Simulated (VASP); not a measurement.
A run of VASP 6.6.1:

The input INCAR:

```
ALGO     = Normal         # electronic algorithm
EDIFF    = 1E-6           # SCF threshold, eV
ENCUT    = 600            # plane-wave cutoff, eV
GGA      = PE             # functional
GGA_COMPAT= F            
ISIF     = 2              # what is computed and relaxed
ISMEAR   = 0              # smearing method
IVDW     = 12             # dispersion correction
LASPH    = T              # aspherical terms in the spheres
LCHARG   = F              # write CHGCAR
LREAL    = F              # projectors in reciprocal space
LWAVE    = F              # write WAVECAR
NBANDS   = 27             # bands
NELM     = 120            # most SCF steps
PREC     = Accurate       # precision mode
SIGMA    = 0.05           # smearing width, eV
```

KPOINTS

```
k-points
0
Gamma
  12 12 4
```

Contents of POSCAR:

```
InO
1.0
    3.1425742678      0.0000000000      0.0000000000
   -1.5712871339      2.7215491491      0.0000000000
    0.0000000000      0.0000000000     18.8819527958
In O
2 2
Direct
    0.6666666667      0.3333333333      0.5895266171
    0.6666666667      0.3333333333      0.4104733829
    0.0000000000      0.0000000000      0.6398766426
    0.0000000000      0.0000000000      0.3601233574
```

Potentials or basis: VASP PAW PBE potentials, release 64 (In_d, O).

Launch:

```bash
$ cat potpaw_PBE.64/In_d/POTCAR potpaw_PBE.64/O/POTCAR > POTCAR
$ mpirun -np 1 vasp_std > vasp.out
```

Hardware: 1 thread of Intel(R) Xeon(R) Platinum 8259CL CPU @ 2.50GHz (Skylake/Cascade Lake), on a shared host.

How long does it take, and how much memory?

It took 7.9 min on 1 thread of Intel(R) Xeon(R) Platinum 8259CL CPU @ 2.50GHz (Skylake/Cascade Lake) (shared host), peak memory 0.5 GiB. Counts: scf iterations 22, k points 57.
